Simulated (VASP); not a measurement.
Input of a VASP 6.6.1 run:

Contents of INCAR:

```
PREC     = Accurate       # precision mode
ENCUT    = 520            # plane-wave cutoff, eV
EDIFF    = 1E-6           # SCF threshold, eV
ISMEAR   = 0              # smearing method
SIGMA    = 0.1            # smearing width, eV
LREAL    = F              # projectors in reciprocal space
LASPH    = T              # aspherical terms in the spheres
NELM     = 100            # most SCF steps
ALGO     = Normal         # electronic algorithm
ISIF     = 2              # what is computed and relaxed
LWAVE    = F              # write WAVECAR
LCHARG   = F              # write CHGCAR
GGA      = PE             # functional
NBANDS   = 18             # bands
```

The input KPOINTS:

```
regular mesh
0
Gamma
  12 12 16
```

The input POSCAR:

```
InAs2
1.0
    5.2628256271      0.0000000000      0.0000000000
   -2.6314128136      4.5577406888      0.0000000000
    0.0000000000      0.0000000000      2.8001587816
In As
1 2
Direct
    0.0000000000      0.0000000000      0.5000000000
    0.3333333333      0.6666666667      0.5000000000
    0.6666666667      0.3333333333      0.5000000000
```

Potentials or basis: VASP PAW PBE potentials, release 64 (In_d, As).

Launch:

```bash
$ cat potpaw_PBE.64/In_d/POTCAR potpaw_PBE.64/As/POTCAR > POTCAR
$ mpirun -np 1 vasp_std > vasp.out
```

(1) Estimate the pressure.

Results:

(1) 0.0 GPa.
